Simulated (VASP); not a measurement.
Write the native input for VASP 6.6.1 that does the following.

```
Task                   : single point
Functional             : PBE
Potentials or basis    : VASP PAW PBE potentials, release 64 (Ga_d, P)
Cutoff                 : 520 eV
k mesh                 : 2 × 2 × 2
Occupations            : gaussian, width 0.02 eV
Spin                   : no spin polarisation
Dipole correction      : no
Further INCAR settings : LREAL = Auto; ALGO = Normal; EDIFF = 1e-06; NBANDS = 92
```

The structure of Ga9P8 (a cell with a defect) lies in POSCAR:

```
Ga9P8
1.0
    0.0000000000      5.5051169748     -5.5051169748
    5.5051169748      5.5051169748      0.0000000000
    5.5051169748      0.0000000000     -5.5051169748
Ga P
9 8
Direct
    0.5146722609      0.5146662665     -0.0325693352
    0.5029473511      0.0034429786      0.0014021500
    1.0034511574      0.5029310027      0.0014157737
    1.0035475223      0.0035313509      0.0010305866
    0.4919525802      0.4919387749      0.4934697142
    0.4917579431      0.0346704713      0.4928650949
    1.0346879142      0.4917310590      0.4928814433
    1.0018056883      0.0017802528      0.5055977035
    0.6456566711      0.6456368713      0.5751929549
    0.3918435357      0.3918286405      0.3364926683
    0.3738091324      0.8820559167      0.3733212227
    0.8820723560      0.3737848822      0.3733336656
    0.8821542798      0.8821273957      0.3729465712
    0.3738840627      0.3738757068      0.8725508508
    0.3739629892      0.8913216599      0.8720864646
    0.8913269277      0.3739475491      0.8721017232
    0.8772128771      0.8771965286      0.8794811304
```

The input as run:

INCAR

```
SYSTEM = Ga9P8
  PREC = Accurate
  ENCUT = 520
  EDIFF = 1E-6
  ISMEAR = 0
  SIGMA = 0.02
  LREAL = Auto
  LASPH = .True.
  NELM = 60
  ALGO = Normal
  ISIF = 2
  LWAVE = .False.
  LCHARG = .True.
  GGA = PE
  LELF = .True.
  LVHAR = .True.
  NBANDS = 92
```

KPOINTS

```
regular mesh
0
Gamma
  2 2 2
  0 0 0
```

Potentials or basis: VASP PAW PBE potentials, release 64 (Ga_d, P).

Launch:

```bash
$ cat potpaw_PBE.64/Ga_d/POTCAR potpaw_PBE.64/P/POTCAR > POTCAR
$ mpirun -np 1 vasp_std > vasp.out
```

Results of the run:

| Property | Result |
| --- | --- |
| Pressure | 6.2 GPa |
| Largest force | 0.024 eV/Å |
| Band gap on the k mesh | zero (an odd number of electrons rules out a gap without spin polarisation) |

Caveat: the k points lie up to 0.49 Å⁻¹ apart, too coarse for converged energies and pressures of a metal.

Wall time 5.4 min on 1 thread of Intel(R) Xeon(R) 6975P-C (Granite Rapids) (shared host), peak memory 0.55 GiB.
